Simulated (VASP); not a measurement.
Write the native input for VASP 6.6.1 that does the following.

```yaml
Task: single point
Functional: PBE
Potentials_or_basis: VASP PAW PBE potentials, release 64 (Zn, Re)
Cutoff: 520 eV
k_mesh: 6 × 6 × 6
Occupations: gaussian, width 0.1 eV
Spin: no spin polarisation
Dipole_correction: no
Further_INCAR_settings: ALGO = Normal; EDIFF = 1e-07; NBANDS = 16
```

The structure of ZnRe lies in POSCAR:

```
ZnRe
1.0
    3.1008965354      0.0000000000      0.0000000000
    0.0000000000      3.1008965354      0.0000000000
    0.0000000000      0.0000000000      3.1008965354
Zn Re
1 1
Direct
    0.0000000000      0.0000000000      0.0000000000
    0.5000000000      0.5000000000      0.5000000000
```

The input as run:

INCAR

```
SYSTEM = ZnRe
  ALGO = Normal
  EDIFF = 1E-7
  ENCUT = 520
  GGA = PE
  ISIF = 2
  ISMEAR = 0
  LASPH = .True.
  LCHARG = .False.
  LREAL = .False.
  LWAVE = .False.
  NBANDS = 16
  NELM = 100
  PREC = Accurate
  SIGMA = 0.1
```

KPOINTS

```
k-points
0
Gamma
  6 6 6
  0 0 0
```

Potentials or basis: VASP PAW PBE potentials, release 64 (Zn, Re).

The run is started by

```console
$ cat potpaw_PBE.64/Zn/POTCAR potpaw_PBE.64/Re/POTCAR > POTCAR
$ mpirun -np 1 vasp_std > vasp.out
```

Results of the run:

```
Pressure : -10.4 GPa
```

It took 8.9 s on 1 thread of Intel(R) Xeon(R) Platinum 8259CL CPU @ 2.50GHz (Skylake/Cascade Lake) (shared host), peak memory 0.14 GiB.
